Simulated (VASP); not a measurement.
Crystal: Zn4S.

```
Zn S
1.0
     4.53703    0.00000    0.00000
     0.00000    4.53703    0.00000
     0.00000    0.00000    4.53703
Zn S
4 1
Direct
  0.30804 0.30804 0.30804
  0.69196 0.69196 0.30804
  0.69196 0.30804 0.69196
  0.30804 0.69196 0.69196
  0.00000 0.00000 0.00000
```

```yaml
Program: VASP 6.6.1
Task: relaxation of cell and atoms
Functional: PBE
Potentials_or_basis: VASP PAW PBE potentials, release 64 (Zn, S)
Cutoff: 600 eV
k_mesh: 4 × 4 × 4
Occupations: gaussian, width 0.1 eV
Spin: no spin polarisation
```

At the start: pressure 0.5 GPa; volume 18.68 Å³/atom.

Question: How do energy, volume and symmetry change on relaxing?

Answer: Over 4 steps the energy falls by 45.1 meV/atom and the volume is 18.55 Å³/atom (-0.7 %); space group P-43m (No. 215, to 0.05 Å).

Step by step:
| step | energy change (eV) | largest force (eV/Å) | pressure (GPa) | volume (Å³) |
| --- | --- | --- | --- | --- |
| 1 | 0.0000 | 1.4434 | 0.53 | 93.39 |
| 2 | -0.2157 | 0.1802 | -0.89 | 94.23 |
| 3 | -0.2191 | 0.0147 | -1.00 | 94.36 |
| 4 | -0.2253 | 0.0170 | -0.19 | 92.74 |

Final structure:
```
Zn S
1.0
     4.52643    0.00000    0.00000
     0.00000    4.52643    0.00000
     0.00000    0.00000    4.52643
Zn S
4 1
Direct
  0.29746 0.29746 0.29746
  0.70254 0.70254 0.29746
  0.70254 0.29746 0.70254
  0.29746 0.70254 0.70254
  0.00000 0.00000 0.00000
```
